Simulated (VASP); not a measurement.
# MgO (Cm) in VASP: notebook

MgO is run at these levels: LDA; tasks: single point.

Everything below comes from runs of VASP 6.6.1. Logs are shortened: lines on timing, memory, paths and dates and some standing lists are left out, and cuts for length are marked.

## Step 1: The cell of the first run

Symmetry: Cm, No. 8, monoclinic system. Conventional cell: a = 5.884 Å, b = 5.884 Å, c = 4.161 Å, α = 90.00°, β = 90.00°, γ = 90.00°. Within 2.1 Å of Mg (site symmetry m) lie 3 O at 1.57 to 2.01 Å. Within 2.8 Å of Mg (site symmetry m) lie 6 O at 2.08 Å and 1 Mg at 2.78 Å. Within 2.8 Å of Mg (site symmetry 1) lie 6 O at 2.08 Å and 2 Mg at 2.49 to 2.72 Å. O (site symmetry 1) has 6 Mg at 2.01 to 2.29 Å within 2.7 Å. O (site symmetry m) has 5 Mg at 1.57 to 2.08 Å within 2.1 Å. O (site symmetry m) has 6 Mg at 2.08 Å within 2.8 Å.

## Step 2: Single point, LDA (atom 1 (Mg) moved by -0.208 Å along [1 1 0] and -0.520 Å along [0 0 1])

Input file INCAR:

```
PREC = Accurate ; ENCUT = 840
EDIFF = 1E-6 ; ISMEAR = 0
SIGMA = 0.05 ; LREAL = False
LASPH = True ; NELM = 120
ALGO = Normal ; ISIF = 2
LWAVE = False ; LCHARG = False
NBANDS = 42 ; GGA_COMPAT = False
```

Input file KPOINTS:

```
regular mesh
0
Gamma
  6 6 6
```

Input file POSCAR:

```
MgO
1.0
    4.1607146133      0.0000000000      0.0000000000
    0.0000000000     -4.1607146133      0.0000000000
    0.0000000000      0.0000000000     -4.1607146133
Mg O
4 4
Direct
   -0.0353492667      1.0353492667      1.1249785309
    0.5000000000      0.5000000000      1.0000000000
    0.5000000000      1.0000000000      0.5000000000
    0.0000000000      0.5000000000      0.5000000000
    0.5000000000      0.0000000000      0.0000000000
    0.0000000000      0.5000000000      0.0000000000
    0.0000000000      0.0000000000      0.5000000000
    0.5000000000      0.5000000000      0.5000000000
```

Potentials or basis: VASP PAW LDA potentials, release 64 (Mg_sv, O).

Launch:

```bash
$ cat potpaw_LDA.64/Mg_sv/POTCAR potpaw_LDA.64/O/POTCAR > POTCAR
$ mpirun -np 1 vasp_std > vasp.out
```

OUTCAR:

```text
PREC = Accurate
   ENCUT = 840
   EDIFF = 1E-6
   ISMEAR = 0
   LREAL = False
   LASPH = True
   NELM = 120
   ISIF = 2

 ion  position               nearest neighbor table
   1  0.965  0.035  0.125-   7 1.57   6 2.01   5 2.01
   2  0.500  0.500  0.000-   5 2.08   6 2.08   8 2.08   8 2.08   5 2.08   6 2.08
   3  0.500  0.000  0.500-   5 2.08   7 2.08   8 2.08   5 2.08   8 2.08   7 2.08
   4  0.000  0.500  0.500-   6 2.08   7 2.08   8 2.08   6 2.08   7 2.08   8 2.08
   5  0.500  0.000  0.000-   1 2.01   2 2.08   3 2.08   3 2.08   2 2.08
   6  0.000  0.500  0.000-   1 2.01   2 2.08   4 2.08   4 2.08   2 2.08
   7  0.000  0.000  0.500-   1 1.57   3 2.08   4 2.08   4 2.08   3 2.08
   8  0.500  0.500  0.500-   2 2.08   3 2.08   4 2.08   2 2.08   3 2.08   4 2.08

  LATTYP: Found a simple cubic cell.
 ALAT       =     4.1607146133

  Lattice vectors:

 A1 = (   4.1607146133,   0.0000000000,   0.0000000000)
 A2 = (   0.0000000000,  -4.1607146133,   0.0000000000)
 A3 = (   0.0000000000,   0.0000000000,  -4.1607146133)

Analysis of symmetry for initial positions (statically):
=====================================================================
 Subroutine PRICEL returns:
 Original cell was already a primitive cell.

 Routine SETGRP: Setting up the symmetry group for a
 simple cubic supercell.

 Subroutine GETGRP returns: Found  2 space group operations
 (whereof  2 operations were pure point group operations)
 out of a pool of 48 trial point group operations.

The static configuration has the point symmetry C_1h.

Analysis of symmetry for dynamics (positions and initial velocities):
=====================================================================
 Subroutine PRICEL returns:
 Original cell was already a primitive cell.

 Routine SETGRP: Setting up the symmetry group for a
 simple cubic supercell.

 Subroutine GETGRP returns: Found  2 space group operations
 (whereof  2 operations were pure point group operations)
 out of a pool of 48 trial point group operations.

The dynamic configuration has the point symmetry C_1h.

 Subroutine INISYM returns: Found  2 space group operations
 (whereof  2 operations are pure point group operations),
 and found     1 'primitive' translations

----------------------------------------------------------------------------------------

[... 108 lines left out ...]
   IBRION =     -1    ionic relax: 0-MD 1-quasi-New 2-CG
   NFREE  =      0    steps in history (QN), initial steepest desc. (CG)
   ISIF   =      2    stress and relaxation
   ISYM   =      2    0-nonsym 1-usesym 2-fastsym
   POTIM  = 0.5000    time-step for ionic-motion
   TEBEG  =    0.0;   TEEND  =   0.0 temperature during run
   PSTRESS=    0.0 pullay stress
   NELECT =      64.0000    total number of electrons
   NUPDOWN=      -1.0000    fix difference up-down
   EMIN   =  10.00;   EMAX   =-10.00  energy-range for DOS
   EFERMI =   0.00;   METHOD = LEGACY
   ISMEAR =     0;   SIGMA  =   0.05  broadening in eV -4-tet -1-fermi 0-gaus
   EFERMI_NEDOS =   21; number of points for ismear=-14 and -15
   IALGO  =     38    algorithm
   IMIX   =      4    mixing-type and parameters
     AMIX     =   0.40;   BMIX     =  1.00
     AMIX_MAG =   1.60;   BMIX_MAG =  1.00
  volume/ion in A,a.u.               =       9.00        60.76
  Fermi-wavevector in a.u.,A,eV,Ry     =   1.573863  2.974170 33.702235  2.477044
  Thomas-Fermi vector in A             =   2.675083
   LORBIT       =      0    0 simple, 1 ext, 2 COOP (PROOUT), +10 PAW based schemes
   GGA     = CA    functional components
   LHFCALC =     F    Hartree Fock is set to
   AEXX    =    0.0000 exact exchange contribution
   IVDW    =     0    specifies the selected vdW correction
   LEPSILON=     F    determine dielectric tensor
   LRPA    =     F    only Hartree local field effects (RPA)
 non-spin polarized calculation
 Gauss-broadening in eV      SIGMA  =   0.05
  energy-cutoff  :      840.00
  volume of cell :       72.03
 maximum number of plane-waves:      4012
   NGX = 19   NGY = 19   NGZ = 19

 number of electron      63.9999992 magnetization

 Free energy of the ion-electron system (eV)
  ---------------------------------------------------
  ext. energy  EPLUGINS =         0.00000000
  ---------------------------------------------------
  free energy    TOTEN  =       -50.44701971 eV

  energy without entropy =      -50.44701971  energy(sigma->0) =      -50.44701971

 E-fermi :   3.1041     XC(G=0): -12.0873

 val. band max:        2.8208807568   @ k =   0.0000   0.0000   0.0000
 cond. band min:       7.7227790248   @ k =   0.0000   0.0000   0.0000
 fundamental gap:      4.9018982680
 Fermi energy:         3.1040525643

 k-point     1 :       0.0000    0.0000    0.0000
  band No.  band energies     occupation
      1     -68.6113      2.00000
      2     -68.6030      2.00000
      3     -68.3193      2.00000
      4     -68.1668      2.00000
      5     -36.1629      2.00000
      6     -36.1538      2.00000
[... 1069 lines left out ...]
     41      15.4985      0.00000
     42      16.3313      0.00000

 [... further k-points ...]

------------------------ aborting loop because EDIFF is reached ----------------------------------------

  FORCE on cell =-STRESS in cart. coord.  units (eV):
  Direction    XX          YY          ZZ          XY          YZ          ZX
  --------------------------------------------------------------------------------------
  -------------------------------------------------------------------------------------
  Total        1.4115344      1.4115344     15.1494500      0.0127825     -0.9836388     -0.9836389
  in kB       31.3977309     31.3977309    336.9796414      0.2843307    -21.8797554    -21.8797566
  external PRESSURE =     133.2583677 kB  Pullay stress =       0.0000000 kB

 VOLUME and BASIS-vectors are now :
 -----------------------------------------------------------------------------
  energy-cutoff  :      840.00
  volume of cell :       72.03
      direct lattice vectors                 reciprocal lattice vectors
     4.160714613  0.000000000  0.000000000     0.240343329  0.000000000  0.000000000
     0.000000000 -4.160714613  0.000000000     0.000000000 -0.240343329  0.000000000
     0.000000000  0.000000000 -4.160714613     0.000000000  0.000000000 -0.240343329

 POSITION                                       TOTAL-FORCE (eV/Angst)
 -----------------------------------------------------------------------------------
      4.01364     -0.14708     -0.52000         0.568146      0.568146     12.710060
      2.08036     -2.08036      0.00000        -0.365643     -0.365643      0.402338
      2.08036      0.00000     -2.08036        -0.676710      0.189509     -1.504031
      0.00000     -2.08036     -2.08036         0.189509     -0.676710     -1.504031
      2.08036      0.00000      0.00000        -0.171608     -0.202163     -0.818206
      0.00000     -2.08036      0.00000        -0.202163     -0.171608     -0.818206
      0.00000      0.00000     -2.08036         0.582584      0.582584     -8.629967
      2.08036     -2.08036     -2.08036         0.075885      0.075885      0.162044
 -----------------------------------------------------------------------------------
    total drift:                                0.000542      0.000542      0.000801

  FREE ENERGIE OF THE ION-ELECTRON SYSTEM (eV)
  ---------------------------------------------------
  free  energy   TOTEN  =       -50.4470197134 eV

  energy  without entropy=      -50.4470197134  energy(sigma->0) =      -50.44701971
```

stdout:

```text
POSCAR found type information on POSCAR MgO
 POSCAR found :  2 types and       8 ions
 scaLAPACK will be used
 LDA part: xc-table for (Slater(with rela. corr.)+CA(PZ))
 , standard interpolation
 POSCAR, INCAR and KPOINTS ok, starting setup
 FFT: planning ... GRIDC
 FFT: planning ... GRID_SOFT
 FFT: planning ... GRID
 WAVECAR not read
 entering main loop
```

Wall time 4.7 min (1 thread of Intel Xeon Platinum 8375C at 2.90GHz (Ice Lake), shared host); peak memory 0.4 GiB.

What came out:

| Property | Result |
| --- | --- |
| Free energy | -50.4470 eV |
| Pressure | 13.3 GPa |
| Largest force | 12.735 eV/Å |
| Band gap on the k mesh | 4.90 eV |

Forces on the atoms (eV/Å):
```
Mg   0.568  0.568 12.710
Mg  -0.366 -0.366  0.402
Mg  -0.677  0.190 -1.504
Mg   0.190 -0.677 -1.504
O   -0.172 -0.202 -0.818
O   -0.202 -0.172 -0.818
O    0.583  0.583 -8.630
O    0.076  0.076  0.162
```

Levels at points of the mesh, in eV from the valence-band top:
```
           k point  band 28  band 29  band 30  band 31  band 32  band 33  band 34  band 35  band 36  band 37
(0.00, 0.00, 0.00)    -1.34    -1.31    -0.07    -0.05     0.00     4.90     8.68     9.02     9.05     9.71
(0.50, 0.00, 0.00)    -1.71    -0.91    -0.78    -0.75    -0.71     8.13     8.31    10.45    10.84    11.32
(0.00, 0.00, 0.50)    -1.72    -1.10    -1.09    -0.57    -0.54     7.71     8.42    10.19    11.20    11.24
(0.50, 0.50, 0.00)    -1.79    -1.03    -1.02    -0.57    -0.30     9.26     9.43     9.66     9.76    11.18
(0.00, 0.50, 0.50)    -1.77    -0.93    -0.75    -0.68    -0.46     9.03     9.39     9.81     9.99    11.02
(0.50, 0.50, 0.50)    -0.74    -0.71    -0.57    -0.52    -0.29     7.67     7.77     8.06     8.11    12.16
```

Caveat: the cell differs from its parent crystal (atom 1 (Mg) moved by -0.208 Å along [1 1 0] and -0.520 Å along [0 0 1]); the stress differs along the axes, from 3 to 34 GPa; forces of over 1 eV/Å act on the atoms, so gaps and moduli don't describe the material at rest.

## Step 3: Single point, LDA (atom 1 (Mg) moved by -0.312 Å along [1 1 0] and -0.416 Å along [0 0 1])

Input file INCAR:

```
SYSTEM = MgO
PREC = Accurate ; ENCUT = 840
EDIFF = 1E-6 ; ISMEAR = 0
SIGMA = 0.05 ; LREAL = .False.
LASPH = .True. ; NELM = 120
ALGO = Normal ; ISIF = 2
LWAVE = .False. ; LCHARG = .True.
LELF = .True. ; LVHAR = .True.
NBANDS = 42 ; GGA_COMPAT = .False.
```

Input file KPOINTS:

```
regular mesh
0
Gamma
  6 6 6
  0 0 0
```

POSCAR: that of step 2 with these lines changed.

```diff
@@ -8,3 +8,3 @@
 Direct
-   -0.0353492667      1.0353492667      1.1249785309
+   -0.0530239000      1.0530239000      1.0999828247
     0.5000000000      0.5000000000      1.0000000000
```

Potentials or basis: VASP PAW LDA potentials, release 64 (Mg_sv, O).

Launch:

```bash
$ cat potpaw_LDA.64/Mg_sv/POTCAR potpaw_LDA.64/O/POTCAR > POTCAR
$ mpirun -np 1 vasp_std > vasp.out
```

OUTCAR:

```text
SYSTEM = MgO
   PREC = Accurate
   ENCUT = 840
   EDIFF = 1E-6
   ISMEAR = 0
   LREAL = .False.
   LASPH = .True.
   NELM = 120
   ISIF = 2

 ion  position               nearest neighbor table
   1  0.947  0.053  0.100-   7 1.69   6 1.92   5 1.92
   2  0.500  0.500  0.000-   5 2.08   6 2.08   8 2.08   8 2.08   5 2.08   6 2.08
   3  0.500  0.000  0.500-   5 2.08   7 2.08   8 2.08   5 2.08   8 2.08   7 2.08
   4  0.000  0.500  0.500-   6 2.08   7 2.08   8 2.08   6 2.08   7 2.08   8 2.08
   5  0.500  0.000  0.000-   1 1.92   2 2.08   3 2.08   3 2.08   2 2.08
   6  0.000  0.500  0.000-   1 1.92   2 2.08   4 2.08   4 2.08   2 2.08
   7  0.000  0.000  0.500-   1 1.69   3 2.08   4 2.08   4 2.08   3 2.08
   8  0.500  0.500  0.500-   2 2.08   3 2.08   4 2.08   2 2.08   3 2.08   4 2.08

  LATTYP: Found a simple cubic cell.
 ALAT       =     4.1607146133

  Lattice vectors:

 A1 = (   4.1607146133,   0.0000000000,   0.0000000000)
 A2 = (   0.0000000000,  -4.1607146133,   0.0000000000)
 A3 = (   0.0000000000,   0.0000000000,  -4.1607146133)

Analysis of symmetry for initial positions (statically):
=====================================================================
 Subroutine PRICEL returns:
 Original cell was already a primitive cell.

 Routine SETGRP: Setting up the symmetry group for a
 simple cubic supercell.

 Subroutine GETGRP returns: Found  2 space group operations
 (whereof  2 operations were pure point group operations)
 out of a pool of 48 trial point group operations.

The static configuration has the point symmetry C_1h.

Analysis of symmetry for dynamics (positions and initial velocities):
=====================================================================
 Subroutine PRICEL returns:
 Original cell was already a primitive cell.

 Routine SETGRP: Setting up the symmetry group for a
 simple cubic supercell.

 Subroutine GETGRP returns: Found  2 space group operations
 (whereof  2 operations were pure point group operations)
[... 138 lines left out ...]
   LORBIT       =      0    0 simple, 1 ext, 2 COOP (PROOUT), +10 PAW based schemes
   GGA     = CA    functional components
   LHFCALC =     F    Hartree Fock is set to
   AEXX    =    0.0000 exact exchange contribution
   IVDW    =     0    specifies the selected vdW correction
   LEPSILON=     F    determine dielectric tensor
   LRPA    =     F    only Hartree local field effects (RPA)
 non-spin polarized calculation
 Gauss-broadening in eV      SIGMA  =   0.05
  energy-cutoff  :      840.00
  volume of cell :       72.03
 maximum number of plane-waves:      4012
   NGX = 19   NGY = 19   NGZ = 19

 number of electron      63.9999993 magnetization

 Free energy of the ion-electron system (eV)
  ---------------------------------------------------
  ext. energy  EPLUGINS =         0.00000000
  ---------------------------------------------------
  free energy    TOTEN  =       -51.28343600 eV

  energy without entropy =      -51.28343600  energy(sigma->0) =      -51.28343600

 E-fermi :   3.2695     XC(G=0): -12.0935

 val. band max:        2.8336084450   @ k =   0.0000   0.0000   0.0000
 cond. band min:       7.7679214173   @ k =   0.0000   0.0000   0.0000
 fundamental gap:      4.9343129723
 Fermi energy:         3.2695040313

 k-point     1 :       0.0000    0.0000    0.0000
  band No.  band energies     occupation
      1     -68.5439      2.00000
      2     -68.5356      2.00000
      3     -68.3882      2.00000
      4     -68.1785      2.00000
      5     -36.0963      2.00000
      6     -36.0805      2.00000
[... 1069 lines left out ...]
     41      15.4811      0.00000
     42      16.2884      0.00000

 [... further k-points ...]

------------------------ aborting loop because EDIFF is reached ----------------------------------------

  FORCE on cell =-STRESS in cart. coord.  units (eV):
  Direction    XX          YY          ZZ          XY          YZ          ZX
  --------------------------------------------------------------------------------------
  -------------------------------------------------------------------------------------
  Total        2.2578449      2.2578449      8.3031663     -0.1220900     -0.7202606     -0.7202605
  in kB       50.2227986     50.2227986    184.6930426     -2.7157327    -16.0212513    -16.0212502
  external PRESSURE =      95.0462133 kB  Pullay stress =       0.0000000 kB

 VOLUME and BASIS-vectors are now :
 -----------------------------------------------------------------------------
  energy-cutoff  :      840.00
  volume of cell :       72.03
      direct lattice vectors                 reciprocal lattice vectors
     4.160714613  0.000000000  0.000000000     0.240343329  0.000000000  0.000000000
     0.000000000 -4.160714613  0.000000000     0.000000000 -0.240343329  0.000000000
     0.000000000  0.000000000 -4.160714613     0.000000000  0.000000000 -0.240343329

 POSITION                                       TOTAL-FORCE (eV/Angst)
 -----------------------------------------------------------------------------------
      3.94010     -0.22062     -0.41600         1.741253      1.741253      7.031500
      2.08036     -2.08036      0.00000        -0.615071     -0.615071      0.372092
      2.08036      0.00000     -2.08036        -0.848209      0.258466     -1.256092
      0.00000     -2.08036     -2.08036         0.258466     -0.848209     -1.256092
      2.08036      0.00000      0.00000        -0.577726     -0.256648     -0.528496
      0.00000     -2.08036      0.00000        -0.256648     -0.577726     -0.528496
      0.00000      0.00000     -2.08036         0.194685      0.194685     -3.983455
      2.08036     -2.08036     -2.08036         0.103248      0.103248      0.149039
 -----------------------------------------------------------------------------------
    total drift:                                0.000148      0.000148      0.000443

  FREE ENERGIE OF THE ION-ELECTRON SYSTEM (eV)
  ---------------------------------------------------
  free  energy   TOTEN  =       -51.2834359955 eV

  energy  without entropy=      -51.2834359955  energy(sigma->0) =      -51.28343600
```

OSZICAR:

```text
N       E                     dE             d eps       ncg     rms          rms(c)
DAV:   1     0.995973452105E+03    0.99597E+03   -0.52594E+04  5712   0.256E+03
DAV:   2     0.339670239278E+02   -0.96201E+03   -0.92628E+03  6176   0.720E+02
DAV:   3    -0.472910814008E+02   -0.81258E+02   -0.80485E+02  8074   0.178E+02
DAV:   4    -0.579226107879E+02   -0.10632E+02   -0.10552E+02  8640   0.516E+01
DAV:   5    -0.582359120195E+02   -0.31330E+00   -0.31318E+00  6996   0.835E+00    0.173E+01
DAV:   6    -0.515075869278E+02    0.67283E+01   -0.20250E+01  6974   0.233E+01    0.565E+00
DAV:   7    -0.513964534501E+02    0.11113E+00   -0.12105E+00  6800   0.609E+00    0.320E+00
DAV:   8    -0.512893607409E+02    0.10709E+00   -0.21616E-01  7196   0.335E+00    0.515E-01
DAV:   9    -0.512830799316E+02    0.62808E-02   -0.26616E-02  6878   0.103E+00    0.159E-01
DAV:  10    -0.512834566539E+02   -0.37672E-03   -0.37193E-03  7666   0.310E-01    0.120E-01
DAV:  11    -0.512834431311E+02    0.13523E-04   -0.29177E-04  7510   0.124E-01    0.398E-02
DAV:  12    -0.512834372206E+02    0.59104E-05   -0.66592E-05  6766   0.544E-02    0.110E-02
DAV:  13    -0.512834361927E+02    0.10280E-05   -0.46688E-06  6324   0.171E-02    0.567E-03
DAV:  14    -0.512834359955E+02    0.19719E-06   -0.16677E-06  5574   0.883E-03
   1 F= -.51283436E+02 E0= -.51283436E+02  d E =-.128440E-36
```

stdout:

```text
POSCAR found type information on POSCAR MgO
 POSCAR found :  2 types and       8 ions
 scaLAPACK will be used
 LDA part: xc-table for (Slater(with rela. corr.)+CA(PZ))
 , standard interpolation
 POSCAR, INCAR and KPOINTS ok, starting setup
 FFT: planning ... GRIDC
 FFT: planning ... GRID_SOFT
 FFT: planning ... GRID
 WAVECAR not read
 entering main loop
```

Run time: 3.7 min. Hardware: 1 thread of Intel Xeon Platinum 8488C (Sapphire Rapids), shared host; peak memory 0.4 GiB.

Results:

```
Free energy            : -51.2834 eV
Pressure               : 9.5 GPa
Largest force          : 7.450 eV/Å
Band gap on the k mesh : 4.93 eV
```

Forces on the atoms (eV/Å):
```
Mg   1.741  1.741  7.032
Mg  -0.615 -0.615  0.372
Mg  -0.848  0.258 -1.256
Mg   0.258 -0.848 -1.256
O   -0.578 -0.257 -0.528
O   -0.257 -0.578 -0.528
O    0.195  0.195 -3.983
O    0.103  0.103  0.149
```

Levels at points of the mesh, in eV from the valence-band top:
```
           k point  band 29  band 30  band 31  band 32  band 33  band 34  band 35  band 36
(0.00, 0.00, 0.00)    -1.35    -0.10    -0.09     0.00     4.93     8.60     9.04     9.06
(0.50, 0.00, 0.00)    -0.89    -0.83    -0.80    -0.72     8.11     8.36    10.36    10.94
(0.00, 0.00, 0.50)    -0.99    -0.98    -0.70    -0.62     7.89     8.40    10.25    11.21
(0.50, 0.50, 0.00)    -0.92    -0.90    -0.69    -0.41     9.24     9.54     9.66     9.84
(0.00, 0.50, 0.50)    -0.89    -0.78    -0.73    -0.49     9.13     9.49     9.73     9.95
(0.50, 0.50, 0.50)    -0.76    -0.67    -0.51    -0.40     7.66     7.91     8.02     8.10
```

Caveat: the cell differs from its parent crystal (atom 1 (Mg) moved by -0.312 Å along [1 1 0] and -0.416 Å along [0 0 1]); the stress differs along the axes, from 5 to 18 GPa; forces of over 1 eV/Å act on the atoms, so gaps and moduli don't describe the material at rest.
